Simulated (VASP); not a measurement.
Here is a VASP 6.6.1 calculation.

File POSCAR:

```
CuI
1.0
    4.1274373415      0.0000000000      0.0000000000
    0.0000000000      4.1274373415      0.0000000000
    0.0000000000      0.0000000000      5.7974340506
Cu I
2 2
Direct
    0.0000000000      0.0000000000      0.0000000000
    0.5000000000      0.5000000000      0.0000000000
    0.0000000000      0.5000000000      0.2913000000
    0.5000000000      0.0000000000      0.7087000000
```

The input INCAR.step1:

```
PREC = Accurate ; ENCUT = 520
ISMEAR = 0 ; SIGMA = 0.01
LREAL = False ; LASPH = True
NELM = 100 ; NBANDS = 26
GGA = PE ; ALGO = Normal
EDIFF = 1E-4 ; LWAVE = True
LCHARG = False
```

INCAR.step2

```
PREC = Accurate ; ENCUT = 520
EDIFF = 1E-6 ; ISMEAR = 0
SIGMA = 0.01 ; LREAL = False
LASPH = True ; NELM = 100
ALGO = Normal ; ISIF = 2
LWAVE = False ; LCHARG = True
METAGGA = R2SCAN ; LMIXTAU = True
LELF = True ; LVHAR = True
NBANDS = 26 ; ISTART = 1
```

The input KPOINTS:

```
regular mesh
0
Gamma
  6 6 4
```

Potentials or basis: VASP PAW PBE potentials, release 64 (Cu, I).

Run with:

```console
$ cat potpaw_PBE.64/Cu/POTCAR potpaw_PBE.64/I/POTCAR > POTCAR
$ cp INCAR.step1 INCAR
$ mpirun -np 1 vasp_std > vasp.out
$ cp INCAR.step2 INCAR
$ mpirun -np 1 vasp_std > vasp.out
```

Task: Predict the pressure.

Result: 0.7 GPa.

Task: Predict the largest force.

Result: 0.608 eV/Å.

Stress tensor (GPa, compression positive):
```
0.48 0.00 0.00
0.00 0.48 0.00
0.00 0.00 1.20
```

Caveat: the PAW data sets were made with another functional, which shifts forces and pressure a little.
